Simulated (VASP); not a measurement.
# Sr (Fm-3m) in VASP: a series of runs

Sr is run at these levels: LDA; tasks: electric field gradients, single point.

Program: VASP 6.6.1. These are calculated values, not measurements. Logs are shortened: lines on timing, memory, paths and dates and some standing lists are left out, and cuts for length are marked.

## (1) The cell of the first run

The structure is cubic, space group Fm-3m (No. 225). The conventional cell has a = 6.085 Å, b = 6.085 Å, c = 6.085 Å, α = 90.00°, β = 90.00°, γ = 90.00°. Within 5.6 Å of Sr (site symmetry m-3m) lie 12 Sr at 4.30 Å.

## (2) Electric field gradients, LDA

INCAR

```
ALGO = Normal ; EDIFF = 1E-8
ENCUT = 520 ; ISIF = 2
ISMEAR = -1 ; LASPH = T
LCHARG = F ; LEFG = T
LREAL = F ; LWAVE = F
NBANDS = 11 ; NELM = 60
PREC = Accurate ; SIGMA = 0.08
```

KPOINTS

```
k-points
0
Gamma
  10 10 10
```

POSCAR

```
Sr
1.0
    0.0000000000      3.0423500000      3.0423500000
    3.0423500000      0.0000000000      3.0423500000
    3.0423500000      3.0423500000      0.0000000000
Sr
1
Direct
    0.0000000000      0.0000000000      0.0000000000
```

Potentials or basis: VASP PAW LDA potentials, release 64 (Sr_sv).

The run is started by

```bash
$ cat potpaw_LDA.64/Sr_sv/POTCAR > POTCAR
$ mpirun -np 1 vasp_std > vasp.out
```

OUTCAR:

```text
EDIFF = 1E-8
   ENCUT = 520
   ISIF = 2
   ISMEAR = -1
   LASPH = T
   LREAL = F
   NELM = 60
   PREC = Accurate

 ion  position               nearest neighbor table
   1  0.000  0.000  0.000-

  LATTYP: Found a face centered cubic cell.
 ALAT       =     6.0847000000

  Lattice vectors:

 A1 = (   0.0000000000,   3.0423500000,   3.0423500000)
 A2 = (   3.0423500000,   0.0000000000,   3.0423500000)
 A3 = (   3.0423500000,   3.0423500000,   0.0000000000)

Analysis of symmetry for initial positions (statically):
=====================================================================
 Subroutine PRICEL returns:
 Original cell was already a primitive cell.

 Routine SETGRP: Setting up the symmetry group for a
 face centered cubic supercell.

 Subroutine GETGRP returns: Found 48 space group operations
 (whereof 48 operations were pure point group operations)
 out of a pool of 48 trial point group operations.

The static configuration has the point symmetry O_h .

Analysis of symmetry for dynamics (positions and initial velocities):
=====================================================================
 Subroutine PRICEL returns:
 Original cell was already a primitive cell.

 Routine SETGRP: Setting up the symmetry group for a
 face centered cubic supercell.

 Subroutine GETGRP returns: Found 48 space group operations
 (whereof 48 operations were pure point group operations)
 out of a pool of 48 trial point group operations.

The dynamic configuration has the point symmetry O_h .

 Subroutine INISYM returns: Found 48 space group operations
 (whereof 48 operations are pure point group operations),
 and found     1 'primitive' translations

----------------------------------------------------------------------------------------

                                     Primitive cell

  volume of cell :      56.3193

  direct lattice vectors                    reciprocal lattice vectors
     0.000000000  3.042350000  3.042350000    -0.164346640  0.164346640  0.164346640
     3.042350000  0.000000000  3.042350000     0.164346640 -0.164346640  0.164346640
     3.042350000  3.042350000  0.000000000     0.164346640  0.164346640 -0.164346640

  length of vectors
     4.302532631  4.302532631  4.302532631     0.284656730  0.284656730  0.284656730

  position of ions in fractional coordinates (direct lattice)
     0.000000000  0.000000000  0.000000000

  ion indices of the primitive-cell ions
   primitive index   ion index
                 1           1

----------------------------------------------------------------------------------------

 KPOINTS: k-points

Automatic generation of k-mesh.
 Grid dimensions read from file:
 generate k-points for:   10   10   10

 Generating k-lattice:

  Cartesian coordinates                     Fractional coordinates (reciprocal lattice)
    -0.016434664  0.016434664  0.016434664     0.100000000  0.000000000  0.000000000
     0.016434664 -0.016434664  0.016434664     0.000000000  0.100000000  0.000000000
     0.016434664  0.016434664 -0.016434664     0.000000000  0.000000000  0.100000000

  Length of vectors
     0.028465673  0.028465673  0.028465673

  Shift w.r.t. Gamma in fractional coordinates (k-lattice)
     0.000000000  0.000000000  0.000000000

 Subroutine IBZKPT returns following result:
 ===========================================

 Found     47 irreducible k-points:

 Following reciprocal coordinates:
            Coordinates               Weight
  0.000000  0.000000  0.000000      1.000000
  0.100000  0.000000  0.000000      8.000000
  0.200000  0.000000  0.000000      8.000000
  0.300000  0.000000  0.000000      8.000000
  0.400000  0.000000  0.000000      8.000000
  0.500000  0.000000  0.000000      4.000000
[... 16 lines left out ...]
  0.300000  0.300000  0.000000      6.000000
  0.400000  0.300000  0.000000     24.000000
 [... further k-points ...]
   k-points           NKPTS =     47   k-points in BZ     NKDIM =     47   number of bands    NBANDS=     11
   number of dos      NEDOS =    301   number of ions     NIONS =      1
   total plane-waves  NPLWV =  32768
   dimension x,y,z NGX =    32 NGY =   32 NGZ =   32
   dimension x,y,z NGXF=    64 NGYF=   64 NGZF=   64
   ions per type =               1
   NGX,Y,Z   is equivalent  to a cutoff of  12.36, 12.36, 12.36 a.u.
   NGXF,Y,Z  is equivalent  to a cutoff of  24.73, 24.73, 24.73 a.u.
 SYSTEM =  unknown system
   PREC   = accura    normal or accurate (medium, high low for compatibility)
   ISTART =      0    job   : 0-new  1-cont  2-samecut
   ICHARG =      2    charge: 1-file 2-atom 10-const
   ISPIN  =      1    spin polarized calculation?
   LNONCOLLINEAR =      F non collinear calculations
   LSORBIT =      F    spin-orbit coupling
   LASPH  =      T    aspherical Exc in radial PAW
   ENCUT  =  520.0 eV  38.22 Ry    6.18 a.u.   8.00  8.00  8.00*2*pi/ulx,y,z
   NELM   =     60;   NELMIN=  2; NELMDL= -5     # of ELM steps
   EDIFF  = 0.1E-07   stopping-criterion for ELM
   LREAL  =      F    real-space projection
   EDIFFG = 0.1E-06   stopping-criterion for IOM
   NSW    =      0    number of steps for IOM
   IBRION =     -1    ionic relax: 0-MD 1-quasi-New 2-CG
   NFREE  =      0    steps in history (QN), initial steepest desc. (CG)
   ISIF   =      2    stress and relaxation
   ISYM   =      2    0-nonsym 1-usesym 2-fastsym
   POTIM  = 0.5000    time-step for ionic-motion
   TEBEG  =    0.0;   TEEND  =   0.0 temperature during run
   PSTRESS=    0.0 pullay stress
   NELECT =      10.0000    total number of electrons
   NUPDOWN=      -1.0000    fix difference up-down
   EMIN   =  10.00;   EMAX   =-10.00  energy-range for DOS
   EFERMI =   0.00;   METHOD = LEGACY
   ISMEAR =    -1;   SIGMA  =   0.08  broadening in eV -4-tet -1-fermi 0-gaus
   EFERMI_NEDOS =   21; number of points for ismear=-14 and -15
   IALGO  =     38    algorithm
   IMIX   =      4    mixing-type and parameters
     AMIX     =   0.40;   BMIX     =  1.00
     AMIX_MAG =   1.60;   BMIX_MAG =  1.00
  volume/ion in A,a.u.               =      56.32       380.06
  Fermi-wavevector in a.u.,A,eV,Ry     =   0.920144  1.738819 11.519569  0.846664
  Thomas-Fermi vector in A             =   2.045416
   LORBIT       =      0    0 simple, 1 ext, 2 COOP (PROOUT), +10 PAW based schemes
   GGA     = CA    functional components
   LHFCALC =     F    Hartree Fock is set to
   AEXX    =    0.0000 exact exchange contribution
   IVDW    =     0    specifies the selected vdW correction
   LEPSILON=     F    determine dielectric tensor
   LRPA    =     F    only Hartree local field effects (RPA)
 non-spin polarized calculation
  energy-cutoff  :      520.00
  volume of cell :       56.32
 maximum number of plane-waves:      1528
   NGX = 15   NGY = 15   NGZ = 15

 number of electron      10.0000000 magnetization

 Free energy of the ion-electron system (eV)
  ---------------------------------------------------
  ext. energy  EPLUGINS =         0.00000000
  ---------------------------------------------------
  free energy    TOTEN  =        -1.86804925 eV

  energy without entropy =       -1.83999565  energy(sigma->0) =       -1.85402245

 E-fermi :   1.3446     XC(G=0):  -7.4831

 val. band max:        1.3176389889   @ k =  -0.3000   0.5000   0.2000
 cond. band min:       1.3496363091   @ k =  -0.3000   0.4000   0.1000
 fundamental gap:      0.0319973202
 Fermi energy:         1.3445597148

 k-point     1 :       0.0000    0.0000    0.0000
  band No.  band energies     occupation
      1     -35.1668      2.00000
      2     -17.1539      2.00000
      3     -17.1539      2.00000
      4     -17.1539      2.00000
      5      -2.2845      2.00000
      6       3.5526      0.00000
      7       3.5526      0.00000
      8       3.5526      0.00000
      9       4.9661      0.00000
     10       4.9661      0.00000
     11       8.4442      0.00000

 k-point     2 :       0.1000    0.0000    0.0000
  band No.  band energies     occupation
      1     -35.1656      2.00000
      2     -17.1720      2.00000
      3     -17.1564      2.00000
      4     -17.1564      2.00000
      5      -2.1265      2.00000
      6       3.3264      0.00000
      7       3.6248      0.00000
      8       3.6248      0.00000
      9       4.8775      0.00000
     10       4.8775      0.00000
     11       8.8277      0.00000

 k-point     3 :       0.2000    0.0000    0.0000
  band No.  band energies     occupation
      1     -35.1624      2.00000
      2     -17.2189      2.00000
      3     -17.1628      2.00000
      4     -17.1628      2.00000
      5      -1.6742      2.00000
      6       2.8226      0.00000
      7       3.7265      0.00000
      8       3.7265      0.00000
      9       4.8193      0.00000
     10       4.8193      0.00000
     11       8.5000      0.00000

 k-point     4 :       0.3000    0.0000    0.0000
  band No.  band energies     occupation
      1     -35.1585      2.00000
      2     -17.2759      2.00000
      3     -17.1707      2.00000
      4     -17.1707      2.00000
      5      -0.9980      2.00000
      6       2.2674      0.00002
      7       3.6370      0.00000
      8       3.6370      0.00000
      9       5.1377      0.00000
     10       5.1377      0.00000
     11       7.6119      0.00000

 k-point     5 :       0.4000    0.0000    0.0000
  band No.  band energies     occupation
      1     -35.1552      2.00000
      2     -17.3213      2.00000
      3     -17.1771      2.00000
      4     -17.1771      2.00000
      5      -0.2479      2.00000
      6       1.7478      0.01286
      7       3.4786      0.00000
      8       3.4786      0.00000
      9       5.6810      0.00000
     10       5.6810      0.00000
     11       6.9305      0.00000
[... 211 lines left out ...]
 k-point    21 :      -0.3000    0.2000    0.0000
  band No.  band energies     occupation
      1     -35.1540      2.00000
      2     -17.2948      2.00000
      3     -17.2232      2.00000
      4     -17.1796      2.00000
      5      -0.0074      2.00000
      6       1.9958      0.00058
      7       2.6926      0.00000
      8       3.9182      0.00000
      9       4.9320      0.00000
     10       6.1799      0.00000
     11       7.0211      0.00000

 k-point    22 :      -0.2000    0.2000    0.0000
  band No.  band energies     occupation
      1     -35.1571      2.00000
      2     -17.2670      2.00000
      3     -17.2056      2.00000
      4     -17.1699      2.00000
      5      -0.7506      2.00000
      6       2.3446      0.00001
      7       3.0538      0.00000
      8       4.0865      0.00000
      9       4.3698      0.00000
     10       5.8145      0.00000
     11       7.9159      0.00000

 k-point    23 :       0.3000    0.3000    0.0000
  band No.  band energies     occupation
      1     -35.1557      2.00000
      2     -17.2703      2.00000
      3     -17.1983      2.00000
      4     -17.1983      2.00000
      5      -0.5908      2.00000
      6       2.1349      0.00010
      7       2.9846      0.00000
      8       4.5326      0.00000
      9       4.5326      0.00000
     10       5.5839      0.00000
     11       9.0730      0.00000

 k-point    24 :       0.4000    0.3000    0.0000
  band No.  band energies     occupation
      1     -35.1531      2.00000
      2     -17.2948      2.00000
      3     -17.2117      2.00000
      4     -17.2060      2.00000
      5      -0.0323      2.00000
      6       1.9238      0.00143
      7       2.6325      0.00000
      8       4.6736      0.00000
      9       5.0162      0.00000
     10       5.8902      0.00000
     11       7.4701      0.00000

 [... further k-points ...]

------------------------ aborting loop because EDIFF is reached ----------------------------------------

  FORCE on cell =-STRESS in cart. coord.  units (eV):
  Direction    XX          YY          ZZ          XY          YZ          ZX
  --------------------------------------------------------------------------------------
  -------------------------------------------------------------------------------------
  Total       -0.5486046     -0.5486046     -0.5486046     -0.0000000     -0.0000000      0.0000000
  in kB      -15.6067502    -15.6067502    -15.6067502     -0.0000000     -0.0000000      0.0000000
  external PRESSURE =     -15.6067502 kB  Pullay stress =       0.0000000 kB

 VOLUME and BASIS-vectors are now :
 -----------------------------------------------------------------------------
  energy-cutoff  :      520.00
  volume of cell :       56.32
      direct lattice vectors                 reciprocal lattice vectors
     0.000000000  3.042350000  3.042350000    -0.164346640  0.164346640  0.164346640
     3.042350000  0.000000000  3.042350000     0.164346640 -0.164346640  0.164346640
     3.042350000  3.042350000  0.000000000     0.164346640  0.164346640 -0.164346640

 POSITION                                       TOTAL-FORCE (eV/Angst)
 -----------------------------------------------------------------------------------
      0.00000      0.00000      0.00000        -0.000000      0.000000      0.000000
 -----------------------------------------------------------------------------------
    total drift:                                0.000000      0.000000      0.000000

  FREE ENERGIE OF THE ION-ELECTRON SYSTEM (eV)
  ---------------------------------------------------
  free  energy   TOTEN  =        -1.8680492530 eV

  energy  without entropy=       -1.8399956504  energy(sigma->0) =       -1.85402245

 Electric field gradients (V/A^2)
---------------------------------------------------------------------
 ion       V_xx      V_yy      V_zz      V_xy      V_xz      V_yz
---------------------------------------------------------------------
   1      -0.000    -0.000     0.000    -0.000    -0.000    -0.000
---------------------------------------------------------------------

 Electric field gradients after diagonalization (V/A^2)
 (convention: |V_zz| > |V_xx| > |V_yy|)
----------------------------------------------------------------------
 ion       V_xx      V_yy      V_zz     asymmetry (V_yy - V_xx)/ V_zz
----------------------------------------------------------------------
   1       0.000     0.000    -0.000       0.000
----------------------------------------------------------------------

           NMR quadrupolar parameters

 Cq : quadrupolar parameter    Cq=e*Q*V_zz/h
 eta: asymmetry parameters     (V_yy - V_xx)/ V_zz
 Q  : nuclear electric quadrupole moment in mb (millibarn)
----------------------------------------------------------------------
 ion       Cq(MHz)       eta       Q (mb)
----------------------------------------------------------------------
   1      -0.000       0.000       1.000
----------------------------------------------------------------------
```

It took 19 s on 1 thread of Intel Xeon Platinum 8259CL at 2.50GHz (Skylake/Cascade Lake), shared host; peak memory 0.16 GiB.

What came out:

| Property | Result |
| --- | --- |
| Free energy | -1.8680 eV |
| Pressure | -1.6 GPa |
| Band gap on the k mesh | zero (bands 5 and 6 overlap by 0.04 eV) |
| Largest electric field gradient by atom | under 0.05 V/Å² on every atom |

(Continued in part 2 of 2.)

The gap in the log of VASP goes by the Fermi energy; the results here count the filled bands.